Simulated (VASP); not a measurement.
Input of a VASP 6.6.1 run:

Contents of INCAR:

```
PREC = Accurate
ENCUT = 520
EDIFF = 1E-6
ISMEAR = 0
SIGMA = 0.15
LREAL = False
LASPH = True
NELM = 80
ALGO = Fast
ISIF = 2
LWAVE = False
LCHARG = True
GGA = PS
LELF = True
LVHAR = True
NBANDS = 18
```

File KPOINTS:

```
regular mesh
0
Gamma
  14 14 14
```

POSCAR

```
Al3Cu
1.0
    4.1191509879      1.0297877470      1.0297877470
    1.0297877470      4.1191509879      1.0297877470
    1.0297877470      1.0297877470      4.1191509879
Al Cu
3 1
Direct
    0.0000000000      0.5000000000      0.5000000000
    0.5000000000      0.0000000000      0.5000000000
    0.5000000000      0.5000000000      0.0000000000
    0.0000000000      0.0000000000      0.0000000000
```

Potentials or basis: VASP PAW PBE potentials, release 64 (Al, Cu).

Run with:

```sh
$ cat potpaw_PBE.64/Al/POTCAR potpaw_PBE.64/Cu/POTCAR > POTCAR
$ mpirun -np 1 vasp_std > vasp.out
```

Task: Estimate the pressure.

Result: 63.9 GPa.

Task: What does it give for the band gap on the k mesh?

Result: Zero (bands 10 and 11 overlap by 2.04 eV).

Stress tensor (GPa, compression positive):
```
 63.86 -34.93 -34.93
-34.93  63.86 -34.93
-34.93 -34.93  63.86
```

Caveat: the cell stands under pressure; the PAW data sets were made with another functional, which shifts forces and pressure a little.
